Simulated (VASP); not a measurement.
Wanted: the native input for a VASP 6.6.1 run.

* Task: single point
* Functional: PBE
* Potentials or basis: VASP PAW PBE potentials, release 64 (Sn_d, P)
* Cutoff: 520 eV
* k mesh: 8 × 8 × 8
* Occupations: gaussian, width 0.1 eV
* Spin: no spin polarisation
* Dipole correction: no
* Further INCAR settings: ALGO = Normal; EDIFF = 1e-06; NBANDS = 25

The structure of SnP4 lies in POSCAR:

```
SnP4
1.0
    5.0892588221      0.0000000000      0.0000000000
    0.0000000000      5.0892588221      0.0000000000
    0.0000000000      0.0000000000      5.0892588221
Sn P
1 4
Direct
    0.5000000000      0.5000000000      0.5000000000
    0.1558789305      0.1558789305      0.1558789305
    0.8441210695      0.8441210695      0.1558789305
    0.8441210695      0.1558789305      0.8441210695
    0.1558789305      0.8441210695      0.8441210695
```

The cell was generated, and may not be a known phase.

The input as run:

INCAR

```
PREC     = Accurate       # precision mode
ENCUT    = 520            # plane-wave cutoff, eV
EDIFF    = 1E-6           # SCF threshold, eV
ISMEAR   = 0              # smearing method
SIGMA    = 0.1            # smearing width, eV
LREAL    = False          # projectors in reciprocal space
LASPH    = True           # aspherical terms in the spheres
NELM     = 80             # most SCF steps
ALGO     = Normal         # electronic algorithm
ISIF     = 2              # what is computed and relaxed
LWAVE    = False          # write WAVECAR
LCHARG   = False          # write CHGCAR
GGA      = PE             # functional
NBANDS   = 25             # bands
```

KPOINTS

```
Automatic mesh
0
Gamma
  8 8 8
```

Potentials or basis: VASP PAW PBE potentials, release 64 (Sn_d, P).

Command:

```sh
$ cat potpaw_PBE.64/Sn_d/POTCAR potpaw_PBE.64/P/POTCAR > POTCAR
$ mpirun -np 1 vasp_std > vasp.out
```

Results of the run:

* Pressure: -0.2 GPa
* Largest force: 0.113 eV/Å
* Band gap on the k mesh: zero (bands 17 and 18 overlap by 2.88 eV)

Caveat: spin-orbit coupling is left out, which moves the levels of the heavy elements.

Run time: 51 s on 1 thread of AMD EPYC 9R45 96-Core Processor (Zen 5), with other jobs on the host, peak memory 0.26 GiB.
